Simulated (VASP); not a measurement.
Write the native input for VASP 6.6.1 that does the following.

- Task: relaxation of cell and atoms
- Functional: r2SCAN
- Potentials or basis: VASP PAW PBE potentials, release 64 (Zn)
- Cutoff: 600 eV
- k mesh: 18 × 18 × 10
- Occupations: gaussian, width 0.1 eV
- Spin: no spin polarisation
- Target pressure: 60 GPa
- Dipole correction: no
- Further INCAR settings: ALGO = Normal; EDIFF = 1e-06; IBRION = 2; EDIFFG = -0.008; NSW = 70; ISIF = 3

Crystal: Zn.

```
Zn
1.0
     2.46499    0.00000    0.00000
    -1.23249    2.13474    0.00000
     0.00000    0.00000    4.06092
Zn
2
Direct
  0.33333 0.66667 0.25000
  0.66667 0.33333 0.75000
```

One way to write it, as run:

POSCAR

```
Zn
1.0
    2.4649866651      0.0000000000      0.0000000000
   -1.2324933325      2.1347410720      0.0000000000
    0.0000000000      0.0000000000      4.0609157341
Zn
2
Direct
    0.3333333333      0.6666666667      0.2500000000
    0.6666666667      0.3333333333      0.7500000000
```

INCAR.step1

```
SYSTEM = Zn
PREC = Accurate
ENCUT = 600
ISMEAR = 0
SIGMA = 0.1
LREAL = .FALSE.
LASPH = .TRUE.
NELM = 100
GGA = PE
ALGO = Normal
EDIFF = 1E-4
LWAVE = .TRUE.
LCHARG = .FALSE.
```

INCAR.step2

```
SYSTEM = Zn
PREC = Accurate
ENCUT = 600
EDIFF = 1E-6
ISMEAR = 0
SIGMA = 0.1
LREAL = .FALSE.
LASPH = .TRUE.
NELM = 100
ALGO = Normal
ISIF = 3
LWAVE = .FALSE.
LCHARG = .FALSE.
METAGGA = R2SCAN
LMIXTAU = .TRUE.
IBRION = 2
NSW = 70
EDIFFG = -0.008
PSTRESS = 600.0
ISTART = 1
```

KPOINTS

```
Automatic mesh
0
G
  18 18 10
  0 0 0
```

Potentials or basis: VASP PAW PBE potentials, release 64 (Zn).

The run is started by

```bash
$ cat potpaw_PBE.64/Zn/POTCAR > POTCAR
$ cp INCAR.step1 INCAR
$ mpirun -np 1 vasp_std > vasp.out
$ cp INCAR.step2 INCAR
$ mpirun -np 1 vasp_std > vasp.out
```

Results of the run:

| Item | Value |
| --- | --- |
| Relaxed volume | 10.45 Å³/atom |
| Relaxed cell | a = 2.451 Å, b = 2.451 Å, c = 4.017 Å, α = 90.00°, β = 90.00°, γ = 120.00° |
| Space group after relaxing (to 0.05 Å) | P6_3/mmc (No. 194) |
| Energy change on relaxing (the enthalpy is what falls) | +82.1 meV/atom |
| Ionic steps | 6 |
| Pressure after relaxing | 60.0 GPa |
| Band gap on the k mesh | zero (band 12 reaches 8.31 eV, above the bottom of band 13 at 5.55 eV) |

Caveat: the cell is relaxed towards a set pressure, so the enthalpy falls and the energy may rise; the PAW data sets were made with another functional, which shifts forces and pressure a little.

It took 7.5 min on 1 thread of Intel(R) Xeon(R) 6975P-C (Granite Rapids), on a shared host, peak memory 0.21 GiB.
